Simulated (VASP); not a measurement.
# BaZrO3 (Pm-3m) in VASP: a series of runs, part 2 of 2

VASP 6.6.1.

## 3. Single point, PBE (14.29 Å³/atom)

This run uses another cell than the first one, of 14.29 Å³/atom.

INCAR reads:

```
ALGO = Normal ; EDIFF = 1E-6
ENCUT = 520 ; GGA = PE
ISIF = 2 ; ISMEAR = 0
LASPH = T ; LCHARG = T
LELF = T ; LREAL = F
LVHAR = T ; LWAVE = F
NBANDS = 28 ; NELM = 60
PREC = Accurate ; SIGMA = 0.05
```

KPOINTS reads:

```
k-points
0
Gamma
  8 8 8
```

POSCAR reads:

```
BaZrO3
1.0
    4.1493984658      0.0000000000      0.0000000000
    0.0000000000      4.1493984658      0.0000000000
    0.0000000000      0.0000000000      4.1493984658
Ba Zr O
1 1 3
Direct
    0.0000000000      0.0000000000      0.0000000000
    0.5000000000      0.5000000000      0.5000000000
    0.0000000000      0.5000000000      0.5000000000
    0.5000000000      0.5000000000      0.0000000000
    0.5000000000      0.0000000000      0.5000000000
```

Potentials or basis: VASP PAW PBE potentials, release 64 (Ba_sv, Zr_sv, O).

Launch:

```
$ cat potpaw_PBE.64/Ba_sv/POTCAR potpaw_PBE.64/Zr_sv/POTCAR potpaw_PBE.64/O/POTCAR > POTCAR
$ mpirun -np 1 vasp_std > vasp.out
```

OUTCAR:

```text
EDIFF = 1E-6
   ENCUT = 520
   GGA = PE
   ISIF = 2
   ISMEAR = 0
   LASPH = T
   LREAL = F
   NELM = 60
   PREC = Accurate

 ion  position               nearest neighbor table
   1  0.000  0.000  0.000-   3 2.93   4 2.93   5 2.93   3 2.93   5 2.93   3 2.93   4 2.93   3 2.93
                             4 2.93   5 2.93   5 2.93   4 2.93   2 3.59   2 3.59   2 3.59   2 3.59
   2  0.500  0.500  0.500-   3 2.07   4 2.07   5 2.07   4 2.07   5 2.07   3 2.07   1 3.59   1 3.59
                             1 3.59   1 3.59   1 3.59   1 3.59   1 3.59   1 3.59
   3  0.000  0.500  0.500-   2 2.07   2 2.07   1 2.93   1 2.93   1 2.93   1 2.93
   4  0.500  0.500  0.000-   2 2.07   2 2.07   1 2.93   1 2.93   1 2.93   1 2.93
   5  0.500  0.000  0.500-   2 2.07   2 2.07   1 2.93   1 2.93   1 2.93   1 2.93

  LATTYP: Found a simple cubic cell.
 ALAT       =     4.1493984658

  Lattice vectors:

 A1 = (   4.1493984658,   0.0000000000,   0.0000000000)
 A2 = (   0.0000000000,   4.1493984658,   0.0000000000)
 A3 = (   0.0000000000,   0.0000000000,   4.1493984658)

Analysis of symmetry for initial positions (statically):
=====================================================================
 Subroutine PRICEL returns:
 Original cell was already a primitive cell.

 Routine SETGRP: Setting up the symmetry group for a
 simple cubic supercell.

 Subroutine GETGRP returns: Found 48 space group operations
 (whereof 48 operations were pure point group operations)
 out of a pool of 48 trial point group operations.

The static configuration has the point symmetry O_h .

Analysis of symmetry for dynamics (positions and initial velocities):
=====================================================================
 Subroutine PRICEL returns:
 Original cell was already a primitive cell.

 Routine SETGRP: Setting up the symmetry group for a
 simple cubic supercell.

 Subroutine GETGRP returns: Found 48 space group operations
 (whereof 48 operations were pure point group operations)
[... 124 lines left out ...]
   EFERMI_NEDOS =   21; number of points for ismear=-14 and -15
   IALGO  =     38    algorithm
   IMIX   =      4    mixing-type and parameters
     AMIX     =   0.40;   BMIX     =  1.00
     AMIX_MAG =   1.60;   BMIX_MAG =  1.00
  volume/ion in A,a.u.               =      14.29        96.42
  Fermi-wavevector in a.u.,A,eV,Ry     =   1.349304  2.549814 24.771043  1.820620
  Thomas-Fermi vector in A             =   2.476902
   LORBIT       =      0    0 simple, 1 ext, 2 COOP (PROOUT), +10 PAW based schemes
   GGA     = PE    functional components
   LHFCALC =     F    Hartree Fock is set to
   AEXX    =    0.0000 exact exchange contribution
   IVDW    =     0    specifies the selected vdW correction
   LEPSILON=     F    determine dielectric tensor
   LRPA    =     F    only Hartree local field effects (RPA)
 non-spin polarized calculation
 Gauss-broadening in eV      SIGMA  =   0.05
  energy-cutoff  :      520.00
  volume of cell :       71.44
 maximum number of plane-waves:      1956
 NGX is ok and might be reduce to    32
   NGX = 15   NGY = 15   NGZ = 15

 number of electron      40.0000016 magnetization

 Free energy of the ion-electron system (eV)
  ---------------------------------------------------
  ext. energy  EPLUGINS =         0.00000000
  ---------------------------------------------------
  free energy    TOTEN  =       -41.57770337 eV

  energy without entropy =      -41.57770337  energy(sigma->0) =      -41.57770337

 E-fermi :   4.3076     XC(G=0): -10.9246

 val. band max:        4.0079518229   @ k =   0.5000   0.5000   0.5000
 cond. band min:       7.2618661800   @ k =   0.0000   0.0000   0.0000
 fundamental gap:      3.2539143571
 Fermi energy:         4.3076382192

 k-point     1 :       0.0000    0.0000    0.0000
  band No.  band energies     occupation
      1     -42.8220      2.00000
      2     -21.2177      2.00000
      3     -21.0263      2.00000
      4     -21.0263      2.00000
      5     -21.0263      2.00000
      6     -12.4143      2.00000
[... 733 lines left out ...]
     27      12.6679      0.00000
     28      13.3229      0.00000

 [... further k-points ...]
[... 5 lines left out ...]
  --------------------------------------------------------------------------------------
  -------------------------------------------------------------------------------------
  Total        4.7358699      4.7358699      4.7358699      0.0000000     -0.0000000      0.0000000
  in kB      106.2074339    106.2074339    106.2074339      0.0000000     -0.0000000      0.0000000
  external PRESSURE =     106.2074339 kB  Pullay stress =       0.0000000 kB

 VOLUME and BASIS-vectors are now :
 -----------------------------------------------------------------------------
  energy-cutoff  :      520.00
  volume of cell :       71.44
      direct lattice vectors                 reciprocal lattice vectors
     4.149398466  0.000000000  0.000000000     0.240998788  0.000000000  0.000000000
     0.000000000  4.149398466  0.000000000     0.000000000  0.240998788  0.000000000
     0.000000000  0.000000000  4.149398466     0.000000000  0.000000000  0.240998788

 POSITION                                       TOTAL-FORCE (eV/Angst)
 -----------------------------------------------------------------------------------
      0.00000      0.00000      0.00000         0.000000      0.000000      0.000000
      2.07470      2.07470      2.07470         0.000000      0.000000      0.000000
      0.00000      2.07470      2.07470         0.000000      0.000000      0.000000
      2.07470      2.07470      0.00000         0.000000      0.000000      0.000000
      2.07470      0.00000      2.07470         0.000000      0.000000      0.000000
 -----------------------------------------------------------------------------------
    total drift:                                0.000000     -0.000000     -0.000000

  FREE ENERGIE OF THE ION-ELECTRON SYSTEM (eV)
  ---------------------------------------------------
  free  energy   TOTEN  =       -41.5777033678 eV

  energy  without entropy=      -41.5777033678  energy(sigma->0) =      -41.57770337
```

stdout:

```text
POSCAR found type information on POSCAR BaZrO
 POSCAR found :  3 types and       5 ions
 scaLAPACK will be used
 LDA part: xc-table for (Slater+PW92), standard interpolation
 POSCAR, INCAR and KPOINTS ok, starting setup
 FFT: planning ... GRIDC
 FFT: planning ... GRID_SOFT
 FFT: planning ... GRID
 WAVECAR not read
 entering main loop
```

It took 56 s on 1 thread of AMD EPYC 7R13 (Zen 3), shared host; peak memory 0.19 GiB.

What came out:

```
Free energy            : -41.5777 eV
Pressure               : 10.6 GPa
Band gap on the k mesh : 3.25 eV (least direct gap 3.44 eV)
```

Caveat: the cell stands under pressure; spin-orbit coupling is left out, which moves the levels of the heavy elements.

## 4. Single point, PBE (14.52 Å³/atom)

This run uses another cell than the first one, of 14.52 Å³/atom.

INCAR reads:

```
SYSTEM = BaZrO3
PREC = Accurate
ENCUT = 520
EDIFF = 1E-6
ISMEAR = 0
SIGMA = 0.05
LREAL = .False.
LASPH = .True.
NELM = 80
ALGO = Normal
ISIF = 2
LWAVE = .False.
LCHARG = .False.
GGA = PE
NBANDS = 28
```

KPOINTS reads:

```
regular mesh
0
Gamma
  8 8 8
  0 0 0
```

Changes to POSCAR since step 3:

```diff
@@ -2,5 +2,5 @@
 1.0
-    4.1493984658      0.0000000000      0.0000000000
-    0.0000000000      4.1493984658      0.0000000000
-    0.0000000000      0.0000000000      4.1493984658
+    4.1712378073      0.0000000000      0.0000000000
+    0.0000000000      4.1712378073      0.0000000000
+    0.0000000000      0.0000000000      4.1712378073
 Ba Zr O
```

Potentials or basis: VASP PAW PBE potentials, release 64 (Ba_sv, Zr_sv, O).

Launch:

```
$ cat potpaw_PBE.64/Ba_sv/POTCAR potpaw_PBE.64/Zr_sv/POTCAR potpaw_PBE.64/O/POTCAR > POTCAR
$ mpirun -np 1 vasp_std > vasp.out
```

OUTCAR:

```text
SYSTEM = BaZrO3
   PREC = Accurate
   ENCUT = 520
   EDIFF = 1E-6
   ISMEAR = 0
   LREAL = .False.
   LASPH = .True.
   NELM = 80
   ISIF = 2
   GGA = PE

 ion  position               nearest neighbor table
   1  0.000  0.000  0.000-   3 2.95   4 2.95   5 2.95   3 2.95   5 2.95   3 2.95   4 2.95   3 2.95
                             4 2.95   5 2.95   5 2.95   4 2.95   2 3.61   2 3.61   2 3.61   2 3.61
   2  0.500  0.500  0.500-   3 2.09   4 2.09   5 2.09   4 2.09   5 2.09   3 2.09   1 3.61   1 3.61
                             1 3.61   1 3.61   1 3.61   1 3.61   1 3.61   1 3.61
   3  0.000  0.500  0.500-   2 2.09   2 2.09   1 2.95   1 2.95   1 2.95   1 2.95
   4  0.500  0.500  0.000-   2 2.09   2 2.09   1 2.95   1 2.95   1 2.95   1 2.95
   5  0.500  0.000  0.500-   2 2.09   2 2.09   1 2.95   1 2.95   1 2.95   1 2.95

  LATTYP: Found a simple cubic cell.
 ALAT       =     4.1712378073

  Lattice vectors:

 A1 = (   4.1712378073,   0.0000000000,   0.0000000000)
 A2 = (   0.0000000000,   4.1712378073,   0.0000000000)
 A3 = (   0.0000000000,   0.0000000000,   4.1712378073)

Analysis of symmetry for initial positions (statically):
=====================================================================
 Subroutine PRICEL returns:
 Original cell was already a primitive cell.

 Routine SETGRP: Setting up the symmetry group for a
 simple cubic supercell.

 Subroutine GETGRP returns: Found 48 space group operations
 (whereof 48 operations were pure point group operations)
 out of a pool of 48 trial point group operations.

The static configuration has the point symmetry O_h .

Analysis of symmetry for dynamics (positions and initial velocities):
=====================================================================
 Subroutine PRICEL returns:
 Original cell was already a primitive cell.

 Routine SETGRP: Setting up the symmetry group for a
 simple cubic supercell.
[... 124 lines left out ...]
   EMIN   =  10.00;   EMAX   =-10.00  energy-range for DOS
   EFERMI =   0.00;   METHOD = LEGACY
   ISMEAR =     0;   SIGMA  =   0.05  broadening in eV -4-tet -1-fermi 0-gaus
   EFERMI_NEDOS =   21; number of points for ismear=-14 and -15
   IALGO  =     38    algorithm
   IMIX   =      4    mixing-type and parameters
     AMIX     =   0.40;   BMIX     =  1.00
     AMIX_MAG =   1.60;   BMIX_MAG =  1.00
  volume/ion in A,a.u.               =      14.52        97.95
  Fermi-wavevector in a.u.,A,eV,Ry     =   1.342239  2.536464 24.512334  1.801606
  Thomas-Fermi vector in A             =   2.470409
   LORBIT       =      0    0 simple, 1 ext, 2 COOP (PROOUT), +10 PAW based schemes
   GGA     = PE    functional components
   LHFCALC =     F    Hartree Fock is set to
   AEXX    =    0.0000 exact exchange contribution
   IVDW    =     0    specifies the selected vdW correction
   LEPSILON=     F    determine dielectric tensor
   LRPA    =     F    only Hartree local field effects (RPA)
 non-spin polarized calculation
 Gauss-broadening in eV      SIGMA  =   0.05
  energy-cutoff  :      520.00
  volume of cell :       72.58
 maximum number of plane-waves:      1980
 NGX is ok and might be reduce to    32
   NGX = 15   NGY = 15   NGZ = 15

 number of electron      40.0000008 magnetization

 Free energy of the ion-electron system (eV)
  ---------------------------------------------------
  ext. energy  EPLUGINS =         0.00000000
  ---------------------------------------------------
  free energy    TOTEN  =       -41.64345177 eV

  energy without entropy =      -41.64345177  energy(sigma->0) =      -41.64345177

 E-fermi :   4.2348     XC(G=0): -10.8444

 val. band max:        3.8930764798   @ k =   0.5000   0.5000   0.5000
 cond. band min:       7.1136836535   @ k =   0.0000   0.0000   0.0000
 fundamental gap:      3.2206071737
 Fermi energy:         4.2348413449

 k-point     1 :       0.0000    0.0000    0.0000
  band No.  band energies     occupation
      1     -43.0354      2.00000
      2     -21.3794      2.00000
      3     -21.2168      2.00000
      4     -21.2168      2.00000
      5     -21.2168      2.00000
      6     -12.5033      2.00000
[... 733 lines left out ...]
     27      12.4396      0.00000
     28      13.0975      0.00000

 [... further k-points ...]
[... 5 lines left out ...]
  --------------------------------------------------------------------------------------
  -------------------------------------------------------------------------------------
  Total        3.4653050      3.4653050      3.4653050      0.0000000      0.0000000      0.0000000
  in kB       76.4992534     76.4992534     76.4992534      0.0000000      0.0000000      0.0000000
  external PRESSURE =      76.4992534 kB  Pullay stress =       0.0000000 kB

 VOLUME and BASIS-vectors are now :
 -----------------------------------------------------------------------------
  energy-cutoff  :      520.00
  volume of cell :       72.58
      direct lattice vectors                 reciprocal lattice vectors
     4.171237807  0.000000000  0.000000000     0.239736991  0.000000000  0.000000000
     0.000000000  4.171237807  0.000000000     0.000000000  0.239736991  0.000000000
     0.000000000  0.000000000  4.171237807     0.000000000  0.000000000  0.239736991

 POSITION                                       TOTAL-FORCE (eV/Angst)
 -----------------------------------------------------------------------------------
      0.00000      0.00000      0.00000         0.000000      0.000000      0.000000
      2.08562      2.08562      2.08562         0.000000      0.000000      0.000000
      0.00000      2.08562      2.08562         0.000000      0.000000      0.000000
      2.08562      2.08562      0.00000         0.000000      0.000000      0.000000
      2.08562      0.00000      2.08562         0.000000      0.000000      0.000000
 -----------------------------------------------------------------------------------
    total drift:                                0.000000     -0.000000     -0.000000

  FREE ENERGIE OF THE ION-ELECTRON SYSTEM (eV)
  ---------------------------------------------------
  free  energy   TOTEN  =       -41.6434517720 eV

  energy  without entropy=      -41.6434517720  energy(sigma->0) =      -41.64345177
```

OSZICAR:

```text
N       E                     dE             d eps       ncg     rms          rms(c)
DAV:   1     0.313089956627E+03    0.31309E+03   -0.22116E+04  1960   0.141E+03
DAV:   2    -0.279366449993E+02   -0.34103E+03   -0.33111E+03  2400   0.355E+02
DAV:   3    -0.485679158350E+02   -0.20631E+02   -0.20540E+02  3008   0.824E+01
DAV:   4    -0.491661537246E+02   -0.59824E+00   -0.59725E+00  2724   0.113E+01
DAV:   5    -0.491784039057E+02   -0.12250E-01   -0.12249E-01  2688   0.124E+00    0.298E+01
DAV:   6    -0.417122496682E+02    0.74662E+01   -0.37802E+01  2296   0.386E+01    0.132E+01
DAV:   7    -0.416545332143E+02    0.57716E-01   -0.26970E+00  2756   0.898E+00    0.801E+00
DAV:   8    -0.416467456463E+02    0.77876E-02   -0.32318E-01  2348   0.413E+00    0.696E-01
DAV:   9    -0.416422303481E+02    0.45153E-02   -0.61758E-02  2584   0.136E+00    0.506E-01
DAV:  10    -0.416437628391E+02   -0.15325E-02   -0.15606E-02  2604   0.102E+00    0.238E-01
DAV:  11    -0.416433982178E+02    0.36462E-03   -0.18875E-03  2412   0.352E-01    0.388E-02
DAV:  12    -0.416434531493E+02   -0.54932E-04   -0.17210E-04  2280   0.905E-02    0.428E-02
DAV:  13    -0.416434517552E+02    0.13941E-05   -0.23071E-05  2844   0.319E-02    0.500E-03
DAV:  14    -0.416434517720E+02   -0.16789E-07   -0.30966E-06  2236   0.129E-02
   1 F= -.41643452E+02 E0= -.41643452E+02  d E =-.910206E-24
```

Run time: 54 s. Hardware: 1 thread of AMD EPYC 7R13 (Zen 3), shared host; peak memory 0.19 GiB.

Results:

```yaml
Free_energy: -41.6435 eV
Pressure: 7.6 GPa
Band_gap_on_the_k_mesh: 3.22 eV (least direct gap 3.43 eV)
```

Levels at points of the mesh, in eV from the valence-band top:
```
           k point  band 16  band 17  band 18  band 19  band 20  band 21  band 22  band 23  band 24  band 25
(0.00, 0.00, 0.00)    -1.01    -1.01    -0.21    -0.21    -0.21     3.22     3.22     3.22     4.67     4.67
(0.50, 0.00, 0.00)    -1.75    -1.75    -1.72    -0.43    -0.43     3.68     5.81     5.81     6.49     6.76
(0.50, 0.50, 0.00)    -2.45    -0.93    -0.93    -0.75    -0.08     5.77     5.77     6.54     6.59     7.80
(0.50, 0.50, 0.50)    -2.55    -2.55     0.00     0.00     0.00     6.04     6.04     6.04     7.13     7.13
```

Caveat: the cell stands under pressure; spin-orbit coupling is left out, which moves the levels of the heavy elements.

## 5. Single point, PBE

This run uses another cell than the first one, of 14.77 Å³/atom.

INCAR reads:

```
  ALGO = Normal
  EDIFF = 1E-6
  ENCUT = 520
  GGA = PE
  ISIF = 2
  ISMEAR = 0
  LASPH = True
  LCHARG = False
  LREAL = False
  LWAVE = False
  NBANDS = 28
  NELM = 80
  PREC = Accurate
  SIGMA = 0.05
```

KPOINTS reads:

```
k-points
0
Gamma
  8 8 8
```

Changes to POSCAR since step 4:

```diff
@@ -2,5 +2,5 @@
 1.0
-    4.1712378073      0.0000000000      0.0000000000
-    0.0000000000      4.1712378073      0.0000000000
-    0.0000000000      0.0000000000      4.1712378073
+    4.1953966539      0.0000000000      0.0000000000
+    0.0000000000      4.1953966539      0.0000000000
+    0.0000000000      0.0000000000      4.1953966539
 Ba Zr O
```

Launch:

```
$ cat potpaw_PBE.64/Ba_sv/POTCAR potpaw_PBE.64/Zr_sv/POTCAR potpaw_PBE.64/O/POTCAR > POTCAR
$ mpirun -np 1 vasp_std > vasp.out
```

Run time: 54 s. Hardware: 1 thread of AMD EPYC 7R13 (Zen 3), shared host; peak memory 0.19 GiB.

Results (log left out):

```yaml
Free_energy: -41.6932 eV
Pressure: 4.6 GPa
Band_gap_on_the_k_mesh: 3.18 eV (least direct gap 3.41 eV)
```

Levels at points of the mesh, in eV from the valence-band top:
```tsv
k point	band 16	band 17	band 18	band 19	band 20	band 21	band 22	band 23	band 24	band 25
(0.00, 0.00, 0.00)	-0.98	-0.98	-0.23	-0.23	-0.23	3.18	3.18	3.18	4.65	4.65
(0.50, 0.00, 0.00)	-1.73	-1.73	-1.67	-0.46	-0.46	3.63	5.69	5.69	6.42	6.67
(0.50, 0.50, 0.00)	-2.39	-0.93	-0.93	-0.80	-0.08	5.66	5.66	6.44	6.48	7.67
(0.50, 0.50, 0.50)	-2.54	-2.54	0.00	0.00	0.00	5.97	5.97	5.97	6.98	6.98
```

Caveat: the cell stands under pressure; spin-orbit coupling is left out, which moves the levels of the heavy elements. A k mesh can miss the band edges.

## 6. Single point, PBE (14.82 Å³/atom)

This run uses another cell than the first one, of 14.82 Å³/atom.

INCAR reads:

```
SYSTEM = BaZrO3
ALGO = Normal
EDIFF = 1E-7
ENCUT = 520
GGA = PE
ISIF = 2
ISMEAR = 0
LASPH = .TRUE.
LCHARG = .FALSE.
LREAL = .FALSE.
LWAVE = .FALSE.
NBANDS = 28
NELM = 60
PREC = Accurate
SIGMA = 0.05
```

KPOINTS reads:

```
k-points
0
G
  8 8 8
  0 0 0
```

Changes to POSCAR since step 5:

```diff
@@ -2,5 +2,5 @@
 1.0
-    4.1953966539      0.0000000000      0.0000000000
-    0.0000000000      4.1953966539      0.0000000000
-    0.0000000000      0.0000000000      4.1953966539
+    4.2000058737      0.0000000000      0.0000000000
+    0.0000000000      4.2000058737      0.0000000000
+    0.0000000000      0.0000000000      4.2000058737
 Ba Zr O
```

Potentials or basis: VASP PAW PBE potentials, release 64 (Ba_sv, Zr_sv, O).

Launch:

```
$ cat potpaw_PBE.64/Ba_sv/POTCAR potpaw_PBE.64/Zr_sv/POTCAR potpaw_PBE.64/O/POTCAR > POTCAR
$ mpirun -np 1 vasp_std > vasp.out
```

It took 68 s on 1 thread of AMD EPYC 7R13 (Zen 3), shared host; peak memory 0.19 GiB.

The run converged. Its results:

```yaml
Free_energy: -41.7000 eV
Pressure: 4.0 GPa
Band_gap_on_the_k_mesh: 3.18 eV (least direct gap 3.41 eV)
```

Levels at points of the mesh, in eV from the valence-band top:
```csv
k point,band 17,band 18,band 19,band 20,band 21,band 22,band 23,band 24
"(0.00, 0.00, 0.00)",-0.98,-0.23,-0.23,-0.23,3.18,3.18,3.18,4.65
"(0.50, 0.00, 0.00)",-1.72,-1.66,-0.46,-0.46,3.62,5.67,5.67,6.41
"(0.50, 0.50, 0.00)",-0.93,-0.93,-0.80,-0.08,5.64,5.64,6.42,6.46
"(0.50, 0.50, 0.50)",-2.54,0.00,0.00,0.00,5.96,5.96,5.96,6.95
```

Caveat: the cell stands under pressure; spin-orbit coupling is left out, which moves the levels of the heavy elements.

## 7. Overview

```tsv
level	cell	k mesh	grid for exact exchange (PRECFOCK)	share of exact exchange	screening parameter	gap on the mesh (eV)	pressure (GPa)
HSE06	a = 4.228 Å, 5 atoms	4 × 4 × 4	Normal	0.25	0.2079 1/Å	4.60	-3.1
PBE	a = 4.149 Å, 5 atoms	8 × 8 × 8	-	-	-	3.25	10.6
PBE	a = 4.171 Å, 5 atoms	8 × 8 × 8	-	-	-	3.22	7.6
PBE	a = 4.195 Å, 5 atoms	8 × 8 × 8	-	-	-	3.18	4.6
PBE	a = 4.200 Å, 5 atoms	8 × 8 × 8	-	-	-	3.18	4.0
```

Alike in all rows: task single point; potentials or basis VASP PAW PBE potentials, release 64 (Ba_sv, Zr_sv, O); no spin polarisation; cutoff (eV) 520; smearing gaussian 0.05 eV.

Caveats: spin-orbit coupling is left out, which moves the levels of the heavy elements; the cell stands under pressure (at least some runs); the cell stands under tension (at least some runs); the PAW data sets were made with another functional, which shifts forces and pressure a little (at least some runs).

Total energies depend on the potentials used, so only differences within one code and one set of settings carry meaning.
